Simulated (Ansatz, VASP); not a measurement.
## Two plane-wave programs on RbBr

```
CELL_PARAMETERS angstrom
0.00000 3.46083 3.46083
3.46083 0.00000 3.46083
3.46083 3.46083 0.00000
ATOMIC_POSITIONS crystal
Rb 0.00000 0.00000 0.00000
Br 0.50000 0.50000 0.50000
```

Alike in both runs: task single point; functional HSE06; k mesh 2 × 2 × 2; no spin polarisation.

|  | VASP | Ansatz |
| --- | --- | --- |
| version | VASP 6.6.1 | Ansatz 0.2.0 |
| potentials or method | VASP PAW PBE potentials, release 64 (Rb_sv, Br) | plane waves |
| plane-wave cutoff (eV) | 520 | 420 |
| occupations | gaussian, width 0.01 eV | fixed |
| valence electrons in the cell | 16 | 16 |

|  | VASP | Ansatz | Ansatz less VASP |
| --- | --- | --- | --- |
| gap on the k mesh at the Fermi level (eV) | 5.46 | 5.45 | -0.018 |
| pressure (GPa) | 0.4 | 0.6 | +0.15 |

Ansatz's warnings: stress exchange threshold loose, stress scf threshold loose.

The k mesh is coarse, so the values compare programs but aren't converged.
